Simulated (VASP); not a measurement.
# SrMo3 (Pm-3m) in VASP: notebook

The runs below take SrMo3 through single point, relaxation of cell and atoms, with PBE.

Everything below comes from runs of VASP 6.6.1. Logs are shortened: lines on timing, memory, paths and dates and some standing lists are left out, and cuts for length are marked.

## 1. The cell of the first run

It takes space group Pm-3m (No. 221, cubic). The conventional cell has a = 4.218 Å, b = 4.218 Å, c = 4.218 Å, α = 90.00°, β = 90.00°, γ = 90.00°. Within 3.9 Å of Sr (site symmetry m-3m) lie 12 Mo at 2.98 Å. Mo (site symmetry 4/mmm) has 4 Sr at 2.98 Å and 8 Mo at 2.98 Å within 3.9 Å.

## 2. Single point, PBE

File INCAR:

```
SYSTEM = SrMo3
PREC = Accurate ; ENCUT = 520
EDIFF = 1E-6 ; ISMEAR = 0
SIGMA = 0.1 ; LREAL = .FALSE.
LASPH = .TRUE. ; NELM = 100
ALGO = Normal ; ISIF = 2
LWAVE = .FALSE. ; LCHARG = .FALSE.
GGA = PE ; NBANDS = 34
```

File KPOINTS:

```
regular mesh
0
G
  4 4 4
  0 0 0
```

File POSCAR:

```
SrMo3
1.0
    4.2176709610      0.0000000000      0.0000000000
    0.0000000000      4.2176709610      0.0000000000
    0.0000000000      0.0000000000      4.2176709610
Sr Mo
1 3
Direct
    0.0000000000      0.0000000000      0.0000000000
    0.0000000000      0.5000000000      0.5000000000
    0.5000000000      0.0000000000      0.5000000000
    0.5000000000      0.5000000000      0.0000000000
```

Potentials or basis: VASP PAW PBE potentials, release 64 (Sr_sv, Mo_sv).

Started as:

```sh
> cat potpaw_PBE.64/Sr_sv/POTCAR potpaw_PBE.64/Mo_sv/POTCAR > POTCAR
> mpirun -np 1 vasp_std > vasp.out
```

OUTCAR:

```text
SYSTEM = SrMo3
   PREC = Accurate
   ENCUT = 520
   EDIFF = 1E-6
   ISMEAR = 0
   LREAL = .FALSE.
   LASPH = .TRUE.
   NELM = 100
   ISIF = 2
   GGA = PE

 ion  position               nearest neighbor table
   1  0.000  0.000  0.000-   2 2.98   3 2.98   4 2.98   2 2.98   3 2.98   2 2.98   4 2.98   2 2.98
                             3 2.98   4 2.98   3 2.98   4 2.98
   2  0.000  0.500  0.500-   1 2.98   3 2.98   4 2.98   1 2.98   4 2.98   1 2.98   3 2.98   1 2.98
                             3 2.98   4 2.98   4 2.98   3 2.98
   3  0.500  0.000  0.500-   1 2.98   2 2.98   4 2.98   1 2.98   4 2.98   2 2.98   4 2.98   4 2.98
                             1 2.98   2 2.98   1 2.98   2 2.98
   4  0.500  0.500  0.000-   1 2.98   2 2.98   3 2.98   2 2.98   3 2.98   1 2.98   3 2.98   3 2.98
                             1 2.98   2 2.98   2 2.98   1 2.98

  LATTYP: Found a simple cubic cell.
 ALAT       =     4.2176709610

  Lattice vectors:

 A1 = (   4.2176709610,   0.0000000000,   0.0000000000)
 A2 = (   0.0000000000,   4.2176709610,   0.0000000000)
 A3 = (   0.0000000000,   0.0000000000,   4.2176709610)

Analysis of symmetry for initial positions (statically):
=====================================================================
 Subroutine PRICEL returns:
 Original cell was already a primitive cell.

 Routine SETGRP: Setting up the symmetry group for a
 simple cubic supercell.

 Subroutine GETGRP returns: Found 48 space group operations
 (whereof 48 operations were pure point group operations)
 out of a pool of 48 trial point group operations.

The static configuration has the point symmetry O_h .

Analysis of symmetry for dynamics (positions and initial velocities):
=====================================================================
 Subroutine PRICEL returns:
 Original cell was already a primitive cell.

 Routine SETGRP: Setting up the symmetry group for a
 simple cubic supercell.

 Subroutine GETGRP returns: Found 48 space group operations
 (whereof 48 operations were pure point group operations)
 out of a pool of 48 trial point group operations.

The dynamic configuration has the point symmetry O_h .

 Subroutine INISYM returns: Found 48 space group operations
 (whereof 48 operations are pure point group operations),
 and found     1 'primitive' translations

----------------------------------------------------------------------------------------

                                     Primitive cell

  volume of cell :      75.0271

  direct lattice vectors                    reciprocal lattice vectors
     4.217670961  0.000000000  0.000000000     0.237097680  0.000000000  0.000000000
     0.000000000  4.217670961  0.000000000     0.000000000  0.237097680  0.000000000
     0.000000000  0.000000000  4.217670961     0.000000000  0.000000000  0.237097680

  length of vectors
     4.217670961  4.217670961  4.217670961     0.237097680  0.237097680  0.237097680

  position of ions in fractional coordinates (direct lattice)
     0.000000000  0.000000000  0.000000000
     0.000000000  0.500000000  0.500000000
     0.500000000  0.000000000  0.500000000
     0.500000000  0.500000000  0.000000000

  ion indices of the primitive-cell ions
   primitive index   ion index
                 1           1
                 2           2
                 3           3
                 4           4

----------------------------------------------------------------------------------------

 KPOINTS: regular mesh

Automatic generation of k-mesh.
 Grid dimensions read from file:
 generate k-points for:    4    4    4

 Generating k-lattice:

  Cartesian coordinates                     Fractional coordinates (reciprocal lattice)
     0.059274420  0.000000000  0.000000000     0.250000000  0.000000000  0.000000000
     0.000000000  0.059274420  0.000000000     0.000000000  0.250000000  0.000000000
     0.000000000  0.000000000  0.059274420     0.000000000  0.000000000  0.250000000

  Length of vectors
     0.059274420  0.059274420  0.059274420

  Shift w.r.t. Gamma in fractional coordinates (k-lattice)
     0.000000000  0.000000000  0.000000000

 Subroutine IBZKPT returns following result:
 ===========================================

 Found     10 irreducible k-points:

 Following reciprocal coordinates:
            Coordinates               Weight
  0.000000  0.000000  0.000000      1.000000
  0.250000  0.000000  0.000000      6.000000
  0.500000  0.000000  0.000000      3.000000
  0.250000  0.250000  0.000000     12.000000
  0.500000  0.250000  0.000000     12.000000
  0.500000  0.500000  0.000000      3.000000
  0.250000  0.250000  0.250000      8.000000
  0.500000  0.250000  0.250000     12.000000
  0.500000  0.500000  0.250000      6.000000
  0.500000  0.500000  0.500000      1.000000
   k-points           NKPTS =     10   k-points in BZ     NKDIM =     10   number of bands    NBANDS=     34
   number of dos      NEDOS =    301   number of ions     NIONS =      4
   total plane-waves  NPLWV =  32768
   dimension x,y,z NGX =    32 NGY =   32 NGZ =   32
   dimension x,y,z NGXF=    64 NGYF=   64 NGZF=   64
   ions per type =               1   3
   NGX,Y,Z   is equivalent  to a cutoff of  12.61, 12.61, 12.61 a.u.
   NGXF,Y,Z  is equivalent  to a cutoff of  25.23, 25.23, 25.23 a.u.
 SYSTEM =  SrMo3
   PREC   = accura    normal or accurate (medium, high low for compatibility)
   ISTART =      0    job   : 0-new  1-cont  2-samecut
   ICHARG =      2    charge: 1-file 2-atom 10-const
   ISPIN  =      1    spin polarized calculation?
   LNONCOLLINEAR =      F non collinear calculations
   LSORBIT =      F    spin-orbit coupling
   LASPH  =      T    aspherical Exc in radial PAW
   ENCUT  =  520.0 eV  38.22 Ry    6.18 a.u.   7.84  7.84  7.84*2*pi/ulx,y,z
   NELM   =    100;   NELMIN=  2; NELMDL= -5     # of ELM steps
   EDIFF  = 0.1E-05   stopping-criterion for ELM
   LREAL  =      F    real-space projection
   EDIFFG = 0.1E-04   stopping-criterion for IOM
   NSW    =      0    number of steps for IOM
   IBRION =     -1    ionic relax: 0-MD 1-quasi-New 2-CG
   NFREE  =      0    steps in history (QN), initial steepest desc. (CG)
   ISIF   =      2    stress and relaxation
   ISYM   =      2    0-nonsym 1-usesym 2-fastsym
   POTIM  = 0.5000    time-step for ionic-motion
   TEBEG  =    0.0;   TEEND  =   0.0 temperature during run
   PSTRESS=    0.0 pullay stress
   NELECT =      52.0000    total number of electrons
   NUPDOWN=      -1.0000    fix difference up-down
   EMIN   =  10.00;   EMAX   =-10.00  energy-range for DOS
   EFERMI =   0.00;   METHOD = LEGACY
   ISMEAR =     0;   SIGMA  =   0.10  broadening in eV -4-tet -1-fermi 0-gaus
   EFERMI_NEDOS =   21; number of points for ismear=-14 and -15
   IALGO  =     38    algorithm
   IMIX   =      4    mixing-type and parameters
     AMIX     =   0.40;   BMIX     =  1.00
     AMIX_MAG =   1.60;   BMIX_MAG =  1.00
  volume/ion in A,a.u.               =      18.76       126.58
  Fermi-wavevector in a.u.,A,eV,Ry     =   1.448783  2.737802 28.558238  2.098971
  Thomas-Fermi vector in A             =   2.566584
   LORBIT       =      0    0 simple, 1 ext, 2 COOP (PROOUT), +10 PAW based schemes
   GGA     = PE    functional components
   LHFCALC =     F    Hartree Fock is set to
   AEXX    =    0.0000 exact exchange contribution
   IVDW    =     0    specifies the selected vdW correction
   LEPSILON=     F    determine dielectric tensor
   LRPA    =     F    only Hartree local field effects (RPA)
 non-spin polarized calculation
 Gauss-broadening in eV      SIGMA  =   0.10
  energy-cutoff  :      520.00
  volume of cell :       75.03
 maximum number of plane-waves:      2040
 NGX is ok and might be reduce to    32
   NGX = 15   NGY = 15   NGZ = 15

 number of electron      52.0000013 magnetization

 Free energy of the ion-electron system (eV)
  ---------------------------------------------------
  ext. energy  EPLUGINS =         0.00000000
  ---------------------------------------------------
  free energy    TOTEN  =       -28.32199674 eV

  energy without entropy =      -28.27967189  energy(sigma->0) =      -28.30083432

 E-fermi :   8.8952     XC(G=0): -12.1293

 val. band max:        8.8388472436   @ k =   0.5000   0.2500   0.2500
 cond. band min:       8.9254297903   @ k =   0.5000   0.2500   0.2500
 fundamental gap:      0.0865825467
 Fermi energy:         8.8952256966

 k-point     1 :       0.0000    0.0000    0.0000
  band No.  band energies     occupation
      1     -51.9526      2.00000
      2     -51.8342      2.00000
      3     -51.8342      2.00000
      4     -26.2491      2.00000
      5     -26.2491      2.00000
      6     -26.2491      2.00000
[... 26 lines left out ...]
     33      13.0681      0.00000
     34      13.0681      0.00000

 k-point     2 :       0.2500    0.0000    0.0000
  band No.  band energies     occupation
      1     -51.9374      2.00000
      2     -51.8492      2.00000
      3     -51.8340      2.00000
      4     -26.2094      2.00000
      5     -26.2056      2.00000
      6     -26.2056      2.00000
[... 26 lines left out ...]
     33      12.3792      0.00000
     34      13.8455      0.00000

 k-point     3 :       0.5000    0.0000    0.0000
  band No.  band energies     occupation
      1     -51.9130      2.00000
      2     -51.8737      2.00000
      3     -51.8339      2.00000
      4     -26.1445      2.00000
      5     -26.1441      2.00000
      6     -26.1441      2.00000
[... 26 lines left out ...]
     33      12.3820      0.00000
     34      13.0189      0.00000

 k-point     4 :       0.2500    0.2500    0.0000
  band No.  band energies     occupation
      1     -51.9241      2.00000
      2     -51.8538      2.00000
      3     -51.8426      2.00000
      4     -26.2663      2.00000
      5     -26.1606      2.00000
      6     -26.0974      2.00000
[... 26 lines left out ...]
     33      11.4510      0.00000
     34      13.9388      0.00000

 k-point     5 :       0.5000    0.2500    0.0000
  band No.  band energies     occupation
      1     -51.9013      2.00000
      2     -51.8735      2.00000
      3     -51.8454      2.00000
      4     -26.2471      2.00000
      5     -26.1437      2.00000
      6     -26.0928      2.00000
[... 26 lines left out ...]
     33      10.9955      0.00000
     34      13.4953      0.00000

 k-point     6 :       0.5000    0.5000    0.0000
  band No.  band energies     occupation
      1     -51.8733      2.00000
      2     -51.8733      2.00000
      3     -51.8733      2.00000
      4     -26.3174      2.00000
      5     -26.1377      2.00000
      6     -26.0143      2.00000
[... 26 lines left out ...]
     33      10.0971      0.00000
     34      14.0976      0.00000

 k-point     7 :       0.2500    0.2500    0.2500
  band No.  band energies     occupation
      1     -51.9129      2.00000
      2     -51.8536      2.00000
      3     -51.8536      2.00000
      4     -26.3017      2.00000
      5     -26.1366      2.00000
      6     -26.1366      2.00000
[... 26 lines left out ...]
     33      12.0085      0.00000
     34      13.5755      0.00000

 k-point     8 :       0.5000    0.2500    0.2500
  band No.  band energies     occupation
      1     -51.8930      2.00000
      2     -51.8733      2.00000
      3     -51.8535      2.00000
      4     -26.2448      2.00000
      5     -26.2440      2.00000
      6     -26.1661      2.00000
[... 26 lines left out ...]
     33      11.5979      0.00000
     34      13.3483      0.00000

 k-point     9 :       0.5000    0.5000    0.2500
  band No.  band energies     occupation
      1     -51.8731      2.00000
      2     -51.8731      2.00000
      3     -51.8731      2.00000
      4     -26.2837      2.00000
      5     -26.2744      2.00000
      6     -26.1775      2.00000
[... 26 lines left out ...]
     33      11.1479      0.00000
     34      13.3970      0.00000

 k-point    10 :       0.5000    0.5000    0.5000
  band No.  band energies     occupation
      1     -51.8729      2.00000
      2     -51.8729      2.00000
      3     -51.8729      2.00000
      4     -26.3594      2.00000
      5     -26.2483      2.00000
      6     -26.2483      2.00000
[... 26 lines left out ...]
     33      11.8707      0.00000
     34      11.8707      0.00000

------------------------ aborting loop because EDIFF is reached ----------------------------------------

  FORCE on cell =-STRESS in cart. coord.  units (eV):
  Direction    XX          YY          ZZ          XY          YZ          ZX
  --------------------------------------------------------------------------------------
  -------------------------------------------------------------------------------------
  Total        2.8919498      2.8919498      2.8919498      0.0000000     -0.0000000      0.0000000
  in kB       61.7565820     61.7565820     61.7565820      0.0000000     -0.0000000      0.0000000
  external PRESSURE =      61.7565820 kB  Pullay stress =       0.0000000 kB

 VOLUME and BASIS-vectors are now :
 -----------------------------------------------------------------------------
  energy-cutoff  :      520.00
  volume of cell :       75.03
      direct lattice vectors                 reciprocal lattice vectors
     4.217670961  0.000000000  0.000000000     0.237097680  0.000000000  0.000000000
     0.000000000  4.217670961  0.000000000     0.000000000  0.237097680  0.000000000
     0.000000000  0.000000000  4.217670961     0.000000000  0.000000000  0.237097680

 POSITION                                       TOTAL-FORCE (eV/Angst)
 -----------------------------------------------------------------------------------
      0.00000      0.00000      0.00000         0.000000      0.000000      0.000000
      0.00000      2.10884      2.10884         0.000000      0.000000      0.000000
      2.10884      0.00000      2.10884         0.000000      0.000000      0.000000
      2.10884      2.10884      0.00000         0.000000      0.000000      0.000000
 -----------------------------------------------------------------------------------
    total drift:                                0.000000     -0.000000     -0.000000

  FREE ENERGIE OF THE ION-ELECTRON SYSTEM (eV)
  ---------------------------------------------------
  free  energy   TOTEN  =       -28.3219967407 eV

  energy  without entropy=      -28.2796718943  energy(sigma->0) =      -28.30083432
```

It took 20 s on 1 thread of Intel Xeon Platinum 8259CL at 2.50GHz (Skylake/Cascade Lake), shared host; peak memory 0.18 GiB.

Results:

```yaml
Free_energy: -28.3220 eV
Pressure: 6.2 GPa
Band_gap_on_the_k_mesh: zero (bands 26 and 27 overlap by 0.96 eV)
```

Caveat: the k points lie up to 0.37 Å⁻¹ apart, too coarse for converged energies and pressures of a metal.

## 3. Single point, PBE

This run uses another cell than the first one, of 19.61 Å³/atom.

File INCAR:

```
SYSTEM = SrMo3
  PREC = Accurate
  ENCUT = 520
  EDIFF = 1E-6
  ISMEAR = 0
  SIGMA = 0.1
  LREAL = .False.
  LASPH = .True.
  NELM = 100
  ALGO = Fast
  ISIF = 2
  LWAVE = .False.
  LCHARG = .True.
  GGA = PE
  LELF = .True.
  LVHAR = .True.
  NBANDS = 34
```

File KPOINTS:

```
regular mesh
0
Gamma
  4 4 4
  0 0 0
```

File POSCAR:

```
SrMo3
1.0
    4.2804449759      0.0000000000      0.0000000000
    0.0000000000      4.2804449759      0.0000000000
    0.0000000000      0.0000000000      4.2804449759
Sr Mo
1 3
Direct
    0.0000000000      0.0000000000      0.0000000000
    0.0000000000      0.5000000000      0.5000000000
    0.5000000000      0.0000000000      0.5000000000
    0.5000000000      0.5000000000      0.0000000000
```

Potentials or basis: VASP PAW PBE potentials, release 64 (Sr_sv, Mo_sv).

Started as:

```sh
> cat potpaw_PBE.64/Sr_sv/POTCAR potpaw_PBE.64/Mo_sv/POTCAR > POTCAR
> mpirun -np 1 vasp_std > vasp.out
```

It took 29 s on 1 thread of Intel Xeon Platinum 8259CL at 2.50GHz (Skylake/Cascade Lake), shared host; peak memory 0.18 GiB.

The run converged. Its results:

```yaml
Free_energy: -28.3912 eV
Pressure: 0.4 GPa
Band_gap_on_the_k_mesh: zero (bands 26 and 27 overlap by 0.87 eV)
```

Levels at points of the mesh, in eV from the Fermi level:
| k point | band 24 | band 25 | band 26 | band 27 | band 28 | band 29 |
| --- | --- | --- | --- | --- | --- | --- |
| (0.00, 0.00, 0.00) | -0.08 | -0.08 | -0.08 | 1.75 | 1.75 | 2.70 |
| (0.50, 0.00, 0.00) | -1.18 | -1.05 | -1.05 | 0.12 | 0.31 | 0.68 |
| (0.50, 0.50, 0.00) | -1.01 | -1.01 | -0.82 | -0.68 | 0.14 | 0.39 |
| (0.50, 0.50, 0.50) | -0.11 | -0.11 | -0.11 | 0.45 | 0.45 | 0.76 |

Caveat: the k points lie up to 0.37 Å⁻¹ apart, too coarse for converged energies and pressures of a metal.

[end of part 1 of 2]
